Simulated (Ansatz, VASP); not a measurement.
**W in VASP and in Ansatz**

```
W
1.0
    -1.59178    1.59178    1.59178
     1.59178   -1.59178    1.59178
     1.59178    1.59178   -1.59178
W
1
Direct
  0.00000 0.00000 0.00000
```

Alike in both runs: functional PBE; k mesh 18 × 18 × 18; occupations gaussian, width 0.1 eV; no spin polarisation.

Ansatz relaxed the structure, and its values are those at the end. VASP's run is a single point on that final structure, the one shown.

```csv
,VASP,Ansatz
version,VASP 6.6.1,Ansatz 0.2.0
potentials or method,"VASP PAW PBE potentials, release 64 (W_sv), cutoff 520 eV","scalar-relativistic, plane waves, PAW"
valence electrons in the cell,14,14
```

|  | VASP | Ansatz | Ansatz less VASP |
| --- | --- | --- | --- |
| gap on the k mesh at the Fermi level (eV) | none | none | - |
| pressure (GPa) | 0.5 | 0.0 | -0.50 |

A gap of «none» marks a metal or a gap that the smearing closes.

Spin-orbit coupling is off throughout.
